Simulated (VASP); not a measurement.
Write the native input for VASP 6.6.1 that does the following.

- Task: single point
- Functional: PBEsol
- Potentials or basis: VASP PAW PBE potentials, release 64 (Al, Ni)
- Cutoff: 520 eV
- k mesh: 16 × 16 × 16
- Occupations: gaussian, width 0.15 eV
- Spin: no spin polarisation
- Dipole correction: no
- Further INCAR settings: ALGO = Fast; EDIFF = 1e-07; NBANDS = 14

The structure of AlNi lies in POSCAR:

```
AlNi
1.0
    2.0548796087     -2.0548250032      0.0000000000
    2.0548796087      2.0548250032      0.0000000000
    0.0000000000      0.0000000000      2.6394000000
Al Ni
1 1
Direct
    0.0000000000      0.0000000000      0.0000000000
    0.5000000000      0.5000000000      0.5000000000
```

The input as run:

INCAR

```
SYSTEM = AlNi
PREC = Accurate
ENCUT = 520
EDIFF = 1E-7
ISMEAR = 0
SIGMA = 0.15
LREAL = .FALSE.
LASPH = .TRUE.
NELM = 60
ALGO = Fast
ISIF = 2
LWAVE = .FALSE.
LCHARG = .FALSE.
GGA = PS
NBANDS = 14
```

KPOINTS

```
Automatic mesh
0
G
  16 16 16
  0 0 0
```

Potentials or basis: VASP PAW PBE potentials, release 64 (Al, Ni).

Launch:

```sh
$ cat potpaw_PBE.64/Al/POTCAR potpaw_PBE.64/Ni/POTCAR > POTCAR
$ mpirun -np 1 vasp_std > vasp.out
```

It gave:

```yaml
Pressure: 10.7 GPa
```

Caveat: the PAW data sets were made with another functional, which shifts forces and pressure a little.

It took 2.3 min on 1 thread of Intel(R) Xeon(R) Platinum 8259CL CPU @ 2.50GHz (Skylake/Cascade Lake), on a shared host, peak memory 0.32 GiB.
